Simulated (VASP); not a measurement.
# HfSiO4 (I4_1/amd) in VASP: notebook

The runs below take HfSiO4 through relaxation of cell and atoms, single point, with PBE.

Program: VASP 6.6.1. These are calculated values, not measurements. Logs are shortened: lines on timing, memory, paths and dates and some standing lists are left out, and cuts for length are marked.

### Step 1. The cell of the first run

Symmetry: I4_1/amd, No. 141, tetragonal system. The conventional cell has a = 6.553 Å, b = 6.553 Å, c = 5.964 Å, α = 90.00°, β = 90.00°, γ = 90.00°. Hf (site symmetry -4m2) has 8 O at 2.10 to 2.26 Å within 2.8 Å. Si (site symmetry -4m2) has 4 O at 1.62 Å within 2.2 Å. Within 2.2 Å of O (site symmetry m) lie 1 Si at 1.62 Å and 1 Hf at 2.10 Å.

### Step 2. Relaxation of cell and atoms, PBE

INCAR

```
PREC     = Accurate       # precision mode
ENCUT    = 600            # plane-wave cutoff, eV
EDIFF    = 1E-7           # SCF threshold, eV
ISMEAR   = 0              # smearing method
SIGMA    = 0.1            # smearing width, eV
LREAL    = F              # projectors in reciprocal space
LASPH    = T              # aspherical terms in the spheres
NELM     = 80             # most SCF steps
ALGO     = Normal         # electronic algorithm
ISIF     = 3              # what is computed and relaxed
LWAVE    = F              # write WAVECAR
LCHARG   = F              # write CHGCAR
GGA      = PE             # functional
IBRION   = 2              # ionic algorithm
NSW      = 100            # ionic steps
EDIFFG   = -0.05          # ionic threshold
```

KPOINTS

```
Automatic mesh
0
Gamma
  4 4 4
```

POSCAR

```
HfSiO4
1.0
   -3.2767016805      3.2767016805      2.9822469604
    3.2767016805     -3.2767016805      2.9822469604
    3.2767016805      3.2767016805     -2.9822469604
Hf Si O
2 2 8
Direct
    0.0000000000      0.0000000000      0.0000000000
    0.7500000000      0.2500000000      0.5000000000
    0.2500000000      0.7500000000      0.5000000000
    0.5000000000      0.5000000000      0.0000000000
    0.1340875500      0.3192007700      0.8148867800
    0.0692007700      0.7543139800      0.6851132200
    0.0692007700      0.3840875500      0.3148867800
    0.5043139800      0.3192007700      0.1851132200
    0.6807992300      0.4956860200      0.8148867800
    0.6159124500      0.9307992300      0.6851132200
    0.2456860200      0.9307992300      0.3148867800
    0.6807992300      0.8659124500      0.1851132200
```

Potentials or basis: VASP PAW PBE potentials, release 64 (Hf_pv, Si, O).

The run is started by

```
> cat potpaw_PBE.64/Hf_pv/POTCAR potpaw_PBE.64/Si/POTCAR potpaw_PBE.64/O/POTCAR > POTCAR
> mpirun -np 1 vasp_std > vasp.out
```

OUTCAR:

```text
PREC = Accurate
   ENCUT = 600
   EDIFF = 1E-7
   ISMEAR = 0
   LREAL = F
   LASPH = T
   NELM = 80
   ISIF = 3
   GGA = PE
   IBRION = 2
   NSW = 100
   EDIFFG = -0.05

 ion  position               nearest neighbor table
   1  0.000  0.000  0.000-   7 2.10  10 2.10   6 2.10  11 2.10   8 2.26   9 2.26  12 2.26   5 2.26
                             4 2.98   4 2.98   2 3.60   2 3.60   2 3.60   2 3.60
   2  0.750  0.250  0.500-   5 2.10  12 2.10   9 2.10   8 2.10   6 2.26  11 2.26   7 2.26  10 2.26
                             3 2.98   3 2.98   1 3.60   1 3.60   1 3.60   1 3.60
   3  0.250  0.750  0.500-   6 1.62  11 1.62  10 1.62   7 1.62   2 2.98   2 2.98
   4  0.500  0.500  0.000-   8 1.62   9 1.62   5 1.62  12 1.62   1 2.98   1 2.98
   5  0.134  0.319  0.815-   4 1.62   2 2.10   1 2.26
   6  0.069  0.754  0.685-   3 1.62   1 2.10   2 2.26
   7  0.069  0.384  0.315-   3 1.62   1 2.10   2 2.26
   8  0.504  0.319  0.185-   4 1.62   2 2.10   1 2.26
   9  0.681  0.496  0.815-   4 1.62   2 2.10   1 2.26
  10  0.616  0.931  0.685-   3 1.62   1 2.10   2 2.26
  11  0.246  0.931  0.315-   3 1.62   1 2.10   2 2.26
  12  0.681  0.866  0.185-   4 1.62   2 2.10   1 2.26

  LATTYP: Found a body centered tetragonal cell.
 ALAT       =     6.5534033610
 C/A-ratio  =     0.9101368544

  Lattice vectors:

 A1 = (  -3.2767016805,   3.2767016805,   2.9822469604)
 A2 = (   3.2767016805,  -3.2767016805,   2.9822469604)
 A3 = (   3.2767016805,   3.2767016805,  -2.9822469604)

Analysis of symmetry for initial positions (statically):
=====================================================================
 Subroutine PRICEL returns:
 Original cell was already a primitive cell.

 Routine SETGRP: Setting up the symmetry group for a
 body centered tetragonal supercell.

 Subroutine GETGRP returns: Found 16 space group operations
 (whereof  8 operations were pure point group operations)
 out of a pool of 16 trial point group operations.

The static configuration has the point symmetry D_2d.
 The point group associated with its full space group is D_4h.

Analysis of symmetry for dynamics (positions and initial velocities):
=====================================================================
 Subroutine PRICEL returns:
 Original cell was already a primitive cell.

 Routine SETGRP: Setting up the symmetry group for a
 body centered tetragonal supercell.

 Subroutine GETGRP returns: Found 16 space group operations
 (whereof  8 operations were pure point group operations)
 out of a pool of 16 trial point group operations.

The dynamic configuration has the point symmetry D_2d.
 The point group associated with its full space group is D_4h.

 Subroutine INISYM returns: Found 16 space group operations
 (whereof  8 operations are pure point group operations),
 and found     1 'primitive' translations

----------------------------------------------------------------------------------------

                                     Primitive cell

  volume of cell :     128.0788

  direct lattice vectors                    reciprocal lattice vectors
    -3.276701680  3.276701680  2.982246960     0.000000000  0.152592469  0.167658818
     3.276701680 -3.276701680  2.982246960     0.152592469  0.000000000  0.167658818
     3.276701680  3.276701680 -2.982246960     0.152592469  0.152592469  0.000000000

  length of vectors
     5.510657378  5.510657378  5.510657378     0.226702318  0.226702318  0.215798339

  position of ions in fractional coordinates (direct lattice)
     0.000000000  0.000000000  0.000000000
     0.750000000  0.250000000  0.500000000
     0.250000000  0.750000000  0.500000000
     0.500000000  0.500000000  0.000000000
     0.134087550  0.319200770  0.814886780
     0.069200770  0.754313980  0.685113220
     0.069200770  0.384087550  0.314886780
     0.504313980  0.319200770  0.185113220
     0.680799230  0.495686020  0.814886780
     0.615912450  0.930799230  0.685113220
     0.245686020  0.930799230  0.314886780
     0.680799230  0.865912450  0.185113220

  ion indices of the primitive-cell ions
   primitive index   ion index
                 1           1
                 2           2
                 3           3
                 4           4
                 5           5
                 6           6
                 7           7
                 8           8
                 9           9
                10          10
                11          11
                12          12

----------------------------------------------------------------------------------------

 KPOINTS: Automatic mesh

Automatic generation of k-mesh.
 Grid dimensions read from file:
 generate k-points for:    4    4    4

 Generating k-lattice:

  Cartesian coordinates                     Fractional coordinates (reciprocal lattice)
     0.000000000  0.038148117  0.041914704     0.250000000  0.000000000 -0.000000000
     0.038148117  0.000000000  0.041914704     0.000000000  0.250000000 -0.000000000
     0.038148117  0.038148117  0.000000000     0.000000000  0.000000000  0.250000000

  Length of vectors
     0.056675579  0.056675579  0.053949585

  Shift w.r.t. Gamma in fractional coordinates (k-lattice)
     0.000000000  0.000000000  0.000000000

 Subroutine IBZKPT returns following result:
 ===========================================

 Found     13 irreducible k-points:

 Following reciprocal coordinates:
            Coordinates               Weight
  0.000000  0.000000  0.000000      1.000000
  0.250000 -0.000000  0.000000      8.000000
  0.500000 -0.000000  0.000000      4.000000
  0.250000  0.250000  0.000000      8.000000
  0.500000  0.250000  0.000000     16.000000
 -0.250000  0.250000  0.000000      4.000000
  0.500000  0.500000  0.000000      2.000000
  0.250000  0.250000  0.250000      2.000000
 -0.250000  0.250000  0.250000      4.000000
  0.500000  0.500000  0.250000      4.000000
 -0.250000  0.500000  0.250000      8.000000
 -0.250000 -0.250000  0.250000      2.000000
  0.500000  0.500000  0.500000      1.000000
   k-points           NKPTS =     13   k-points in BZ     NKDIM =     13   number of bands    NBANDS=     45
   number of dos      NEDOS =    301   number of ions     NIONS =     12
   total plane-waves  NPLWV = 110592
   dimension x,y,z NGX =    48 NGY =   48 NGZ =   48
   dimension x,y,z NGXF=    96 NGYF=   96 NGZF=   96
   ions per type =               2   2   8
   NGX,Y,Z   is equivalent  to a cutoff of  14.48, 14.48, 14.48 a.u.
   NGXF,Y,Z  is equivalent  to a cutoff of  28.96, 28.96, 28.96 a.u.
 SYSTEM =  unknown system
   PREC   = accura    normal or accurate (medium, high low for compatibility)
   ISTART =      0    job   : 0-new  1-cont  2-samecut
   ICHARG =      2    charge: 1-file 2-atom 10-const
   ISPIN  =      1    spin polarized calculation?
   LNONCOLLINEAR =      F non collinear calculations
   LSORBIT =      F    spin-orbit coupling
   LASPH  =      T    aspherical Exc in radial PAW
   ENCUT  =  600.0 eV  44.10 Ry    6.64 a.u.  11.01 11.01 11.01*2*pi/ulx,y,z
   NELM   =     80;   NELMIN=  2; NELMDL= -5     # of ELM steps
   EDIFF  = 0.1E-06   stopping-criterion for ELM
   LREAL  =      F    real-space projection
   EDIFFG = -.5E-01   stopping-criterion for IOM
   NSW    =    100    number of steps for IOM
   IBRION =      2    ionic relax: 0-MD 1-quasi-New 2-CG
   NFREE  =      1    steps in history (QN), initial steepest desc. (CG)
   ISIF   =      3    stress and relaxation
   ISYM   =      2    0-nonsym 1-usesym 2-fastsym
   POTIM  = 0.5000    time-step for ionic-motion
   TEBEG  =    0.0;   TEEND  =   0.0 temperature during run
   PSTRESS=    0.0 pullay stress
   NELECT =      76.0000    total number of electrons
   NUPDOWN=      -1.0000    fix difference up-down
   EMIN   =  10.00;   EMAX   =-10.00  energy-range for DOS
   EFERMI =   0.00;   METHOD = LEGACY
   ISMEAR =     0;   SIGMA  =   0.10  broadening in eV -4-tet -1-fermi 0-gaus
   EFERMI_NEDOS =   21; number of points for ismear=-14 and -15
   IALGO  =     38    algorithm
   IMIX   =      4    mixing-type and parameters
     AMIX     =   0.40;   BMIX     =  1.00
     AMIX_MAG =   1.60;   BMIX_MAG =  1.00
  volume/ion in A,a.u.               =      10.67        72.03
  Fermi-wavevector in a.u.,A,eV,Ry     =   1.375689  2.599675 25.749296  1.892520
  Thomas-Fermi vector in A             =   2.501002
   LORBIT       =      0    0 simple, 1 ext, 2 COOP (PROOUT), +10 PAW based schemes
   GGA     = PE    functional components
   LHFCALC =     F    Hartree Fock is set to
   AEXX    =    0.0000 exact exchange contribution
   IVDW    =     0    specifies the selected vdW correction
   LEPSILON=     F    determine dielectric tensor
   LRPA    =     F    only Hartree local field effects (RPA)
 conjugate gradient relaxation of ions
 non-spin polarized calculation
 Gauss-broadening in eV      SIGMA  =   0.10
  energy-cutoff  :      600.00
  volume of cell :      128.08
 maximum number of plane-waves:      4304
 NGX is ok and might be reduce to    48

--------------------------------------- Ionic step        1  -------------------------------------------

 number of electron      76.0000008 magnetization

 Free energy of the ion-electron system (eV)
  ---------------------------------------------------
  ext. energy  EPLUGINS =         0.00000000
  ---------------------------------------------------
  free energy    TOTEN  =      -108.61406748 eV

  energy without entropy =     -108.61406748  energy(sigma->0) =     -108.61406748

------------------------ aborting loop because EDIFF is reached ----------------------------------------

  FORCE on cell =-STRESS in cart. coord.  units (eV):
  Direction    XX          YY          ZZ          XY          YZ          ZX
  --------------------------------------------------------------------------------------
  -------------------------------------------------------------------------------------
  Total        5.0676202      5.0676202      5.3150201      0.0000000     -0.0000000      0.0000000
  in kB       63.3924065     63.3924065     66.4872065      0.0000000     -0.0000000      0.0000000
  external PRESSURE =      64.4240065 kB  Pullay stress =       0.0000000 kB
[... 215 lines left out ...]
  energy  without entropy=     -108.6791585964  energy(sigma->0) =     -108.67915860

--------------------------------------- Ionic step        6  -------------------------------------------

 number of electron      76.0000005 magnetization

 Free energy of the ion-electron system (eV)
  ---------------------------------------------------
  ext. energy  EPLUGINS =         0.00000000
  ---------------------------------------------------
  free energy    TOTEN  =      -108.68102457 eV

  energy without entropy =     -108.68102457  energy(sigma->0) =     -108.68102457

 E-fermi :   3.6342     XC(G=0): -10.9956

 val. band max:        3.1473105973   @ k =   0.0000   0.0000   0.0000
 cond. band min:       8.4899142871   @ k =   0.2500   0.2500   0.2500
 fundamental gap:      5.3426036898
 Fermi energy:         3.6341788456

 k-point     1 :       0.0000    0.0000    0.0000
  band No.  band energies     occupation
      1     -26.2555      2.00000
      2     -26.2555      2.00000
      3     -26.1885      2.00000
      4     -26.1784      2.00000
      5     -26.0915      2.00000
      6     -26.0915      2.00000
[... 652 lines left out ...]
  FREE ENERGIE OF THE ION-ELECTRON SYSTEM (eV)
  ---------------------------------------------------
  free  energy   TOTEN  =      -108.6810245656 eV

  energy  without entropy=     -108.6810245656  energy(sigma->0) =     -108.68102457

 reached required accuracy - stopping structural energy minimisation
```

Run time: 15 min. Hardware: 1 thread of AMD EPYC 7R13, shared host; peak memory 0.34 GiB.

What came out:

```
Free energy                            : -108.6810 eV
Relaxed volume                         : 10.95 Å³/atom
Relaxed cell                           : a = 5.559 Å, b = 5.559 Å, c = 5.559 Å, α = 107.01°, β = 107.01°, γ = 114.52°
Space group after relaxing (to 0.05 Å) : I4_1/amd (No. 141)
Energy gained by relaxing              : 5.6 meV/atom
Ionic steps                            : 6
Pressure after relaxing                : 0.0 GPa
Largest force after relaxing           : 0.043 eV/Å
Band gap on the k mesh                 : 5.34 eV, indirect (least direct gap 5.71 eV)
```

Forces in eV/Å, atoms in the order of the input:
```
Hf   0.000  0.000  0.000
Hf   0.000  0.000  0.000
Si   0.000  0.000  0.000
Si   0.000  0.000  0.000
O    0.000  0.007 -0.042
O   -0.007  0.000 -0.042
O    0.007  0.000 -0.042
O    0.000 -0.007 -0.042
O    0.007  0.000  0.042
O    0.000 -0.007  0.042
O    0.000  0.007  0.042
O   -0.007  0.000  0.042
```

Stress tensor (GPa, compression positive):
```
 0.17  0.00  0.00
 0.00  0.17  0.00
 0.00  0.00 -0.31
```

The path:
| step | energy change (eV) | largest force (eV/Å) | pressure (GPa) | volume (Å³) |
| --- | --- | --- | --- | --- |
| 1 | 0.0000 | 0.2650 | 6.44 | 128.08 |
| 2 | 0.1074 | 0.8270 | -8.56 | 136.20 |
| 3 | -0.0631 | 0.1894 | 0.31 | 131.07 |
| 4 | -0.0631 | 0.1811 | 0.43 | 131.01 |
| 5 | -0.0651 | 0.1592 | -0.26 | 131.73 |
| 6 | -0.0670 | 0.0426 | 0.01 | 131.43 |

Final structure:
```cif
data_structure
_symmetry_space_group_name_H-M 'P 1'
_symmetry_Int_Tables_number 1
_cell_length_a 5.5585
_cell_length_b 5.5585
_cell_length_c 5.5585
_cell_angle_alpha 107.009
_cell_angle_beta 107.009
_cell_angle_gamma 114.516
_cell_volume 131.43
loop_
_atom_site_label
_atom_site_type_symbol
_atom_site_fract_x
_atom_site_fract_y
_atom_site_fract_z
_atom_site_occupancy
Hf1 Hf 0.00000 0.00000 0.00000 1
Hf2 Hf 0.75000 0.25000 0.50000 1
Si1 Si 0.25000 0.75000 0.50000 1
Si2 Si 0.50000 0.50000 0.00000 1
O1 O 0.13389 0.31899 0.81490 1
O2 O 0.06899 0.75410 0.68510 1
O3 O 0.06899 0.38389 0.31490 1
O4 O 0.50410 0.31899 0.18510 1
O5 O 0.68101 0.49590 0.81490 1
O6 O 0.61611 0.93101 0.68510 1
O7 O 0.24590 0.93101 0.31490 1
O8 O 0.68101 0.86611 0.18510 1
```

Caveat: spin-orbit coupling is left out, which moves the levels of the heavy elements; the relaxation stopped at a loose force limit of 0.05 eV/Å, so its end isn't a converged minimum. A k mesh can miss the band edges.

### Step 3. Single point, PBE

This run uses another cell than the first one: it holds 36 atoms, not 12.

INCAR

```
PREC = Accurate ; ENCUT = 520
EDIFF = 1E-6 ; ISMEAR = 0
SIGMA = 0.02 ; LREAL = Auto
LASPH = T ; NELM = 60
ALGO = Normal ; ISIF = 2
LWAVE = F ; LCHARG = F
GGA = PE ; NBANDS = 138
```

KPOINTS

```
Automatic mesh
0
Gamma
  2 2 2
```

POSCAR

```
HfSiO4
1.0
   -6.6449050321      0.0000000000      0.0000000000
    0.0000000000     -6.6449050321      0.0000000000
    3.3224525161      3.3224525161      9.0224221621
Hf Si O
6 6 24
Direct
    0.6666666667      0.6666666667      0.3333333333
    1.0000000000      0.0000000000      0.0000000000
    0.3333333333      0.3333333333      0.6666666667
    0.7500000000      0.2500000000      0.5000000000
    0.0833333333      0.5833333333      0.1666666667
    0.4166666667      0.9166666667      0.8333333333
    0.2500000000      0.7500000000      0.5000000000
    0.5833333333      0.0833333333      0.1666666667
    0.9166666667      0.4166666667      0.8333333333
    0.8333333333      0.8333333333      0.6666666667
    0.1666666667      0.1666666667      0.3333333333
    0.5000000000      0.5000000000      0.0000000000
    0.1063129741      0.2905220522      0.2126259483
    0.4396463075      0.6238553855      0.8792926149
    0.7729796408      0.9571887188      0.5459592816
    0.0054372294      0.6896463075      0.3792926149
    0.3387705628      0.0229796408      0.0459592816
    0.6721038961      0.3563129741      0.7126259483
    0.3738553855      0.6896463075      0.3792926149
    0.7071887188      0.0229796408      0.0459592816
    0.0405220522      0.3563129741      0.7126259483
    0.7729796408      0.5887705628      0.5459592816
    0.1063129741      0.9221038961      0.2126259483
    0.4396463075      0.2554372294      0.8792926149
    0.4112294372      0.2270203592      0.4540407184
    0.7445627706      0.5603536925      0.1207073851
    0.0778961039      0.8936870259      0.7873740517
    0.3103536925      0.6261446145      0.6207073851
    0.6436870259      0.9594779478      0.2873740517
    0.9770203592      0.2928112812      0.9540407184
    0.3103536925      0.9945627706      0.6207073851
    0.6436870259      0.3278961039      0.2873740517
    0.9770203592      0.6612294372      0.9540407184
    0.7094779478      0.8936870259      0.7873740517
    0.0428112812      0.2270203592      0.4540407184
    0.3761446145      0.5603536925      0.1207073851
```

Potentials or basis: VASP PAW PBE potentials, release 64 (Hf_pv, Si, O).

The run is started by

```
> cat potpaw_PBE.64/Hf_pv/POTCAR potpaw_PBE.64/Si/POTCAR potpaw_PBE.64/O/POTCAR > POTCAR
> mpirun -np 1 vasp_std > vasp.out
```

It took 10 min on 1 thread of AMD EPYC 7R13, shared host; peak memory 0.51 GiB.

It converged, with:

* Free energy: -325.9381 eV
* Pressure: -1.6 GPa
* Largest force: 0.174 eV/Å
* Band gap on the k mesh: 5.27 eV

Forces in eV/Å, atoms in the order of the input:
```
Hf   0.000  0.000  0.000
Hf   0.000  0.000  0.000
Hf   0.000  0.000  0.000
Hf   0.000  0.000  0.000
Hf   0.000  0.000  0.000
Hf   0.000  0.000  0.000
Si   0.000  0.000  0.000
Si   0.000  0.000  0.000
Si   0.000  0.000  0.000
Si   0.000  0.000  0.000
Si   0.000  0.000  0.000
Si   0.000  0.000  0.000
O    0.000 -0.130 -0.116
O    0.000 -0.130 -0.116
O    0.000 -0.130 -0.116
O    0.130  0.000 -0.116
O    0.130  0.000 -0.116
O    0.130  0.000 -0.116
O   -0.130  0.000 -0.116
O   -0.130  0.000 -0.116
O   -0.130  0.000 -0.116
O    0.000  0.130 -0.116
O    0.000  0.130 -0.116
O    0.000  0.130 -0.116
O   -0.130  0.000  0.116
O   -0.130  0.000  0.116
O   -0.130  0.000  0.116
O    0.000  0.130  0.116
O    0.000  0.130  0.116
O    0.000  0.130  0.116
O    0.000 -0.130  0.116
O    0.000 -0.130  0.116
O    0.000 -0.130  0.116
O    0.130  0.000  0.116
O    0.130  0.000  0.116
O    0.130  0.000  0.116
```

Stress tensor (GPa, compression positive):
```
-1.71  0.00  0.00
 0.00 -1.71  0.00
 0.00  0.00 -1.41
```

Levels at points of the mesh, in eV from the valence-band top:
```tsv
k point	band 112	band 113	band 114	band 115	band 116	band 117
(0.00, 0.00, 0.00)	-0.45	-0.45	0.00	5.60	5.77	5.77
(0.50, 0.00, 0.00)	-0.36	-0.24	-0.22	5.50	5.56	5.56
(0.50, 0.50, 0.00)	-0.49	-0.49	-0.49	5.27	5.27	5.27
(0.00, 0.00, 0.50)	-0.33	-0.05	-0.05	5.63	5.63	6.06
```

Caveat: the k points lie up to 0.50 Å⁻¹ apart; spin-orbit coupling is left out, which moves the levels of the heavy elements. A k mesh can miss the band edges.
